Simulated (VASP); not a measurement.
Here is a VASP 6.6.1 calculation.

The input INCAR:

```
ALGO     = Normal         # electronic algorithm
EDIFF    = 1E-6           # SCF threshold, eV
ENCUT    = 520            # plane-wave cutoff, eV
GGA      = PE             # functional
ISIF     = 2              # what is computed and relaxed
ISMEAR   = 0              # smearing method
LASPH    = T              # aspherical terms in the spheres
LCHARG   = T              # write CHGCAR
LELF     = T              # ELF
LREAL    = F              # projectors in reciprocal space
LVHAR    = T            
LWAVE    = F              # write WAVECAR
NBANDS   = 17             # bands
NELM     = 100            # most SCF steps
PREC     = Accurate       # precision mode
SIGMA    = 0.01           # smearing width, eV
```

Contents of KPOINTS:

```
k-points
0
Gamma
  5 5 5
```

Contents of POSCAR:

```
TePb
1.0
    0.0000000000      3.2839766289      3.2839766289
    3.2839766289      0.0000000000      3.2839766289
    3.2839766289      3.2839766289      0.0000000000
Te Pb
1 1
Direct
    0.5000000000      0.5000000000      0.5000000000
    0.0000000000      0.0000000000      0.0000000000
```

Potentials or basis: VASP PAW PBE potentials, release 64 (Te, Pb_d).

Run with:

```sh
$ cat potpaw_PBE.64/Te/POTCAR potpaw_PBE.64/Pb_d/POTCAR > POTCAR
$ mpirun -np 1 vasp_std > vasp.out
```

What does it give for the pressure?

0.0 GPa.
